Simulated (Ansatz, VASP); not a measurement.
One calculation of BP, two programs

```xyz
2
Lattice="3.1788 0.0000 0.0000 -1.5894 2.7529 0.0000 0.0000 0.0000 23.8000" Properties=species:S:1:pos:R:3 pbc="T T T"
B     0.0000    1.8353    7.0000
P     1.5894    0.9176    7.0000
```

Alike in both runs: functional LDA; k mesh 12 × 12 × 1; occupations gaussian, width 0.03 eV; no spin polarisation.

Ansatz relaxed the structure, and its values are those at the end. VASP's run is a single point on that final structure, the one shown.

|  | VASP | Ansatz |
| --- | --- | --- |
| version | VASP 6.6.1 | Ansatz 0.2.0 |
| potentials or method | VASP PAW LDA potentials, release 64 (B, P), cutoff 420 eV | scalar-relativistic, plane waves, PAW |
| valence electrons in the cell | 8 | 8 |

|  | VASP | Ansatz | Ansatz less VASP |
| --- | --- | --- | --- |
| gap on the k mesh at the Fermi level (eV) | 0.82 | 0.80 | -0.011 |
| least direct gap on the mesh (eV) | 0.82 | 0.80 | -0.011 |

Ansatz warns that its potentials were made for another functional, while VASP's fit it. LDA's correlation is that of Perdew and Zunger in VASP and of Perdew and Wang (1992) in Ansatz. Ansatz's warnings: slab cell height set, structure snapped to symmetry, xc potential rough in thin density.
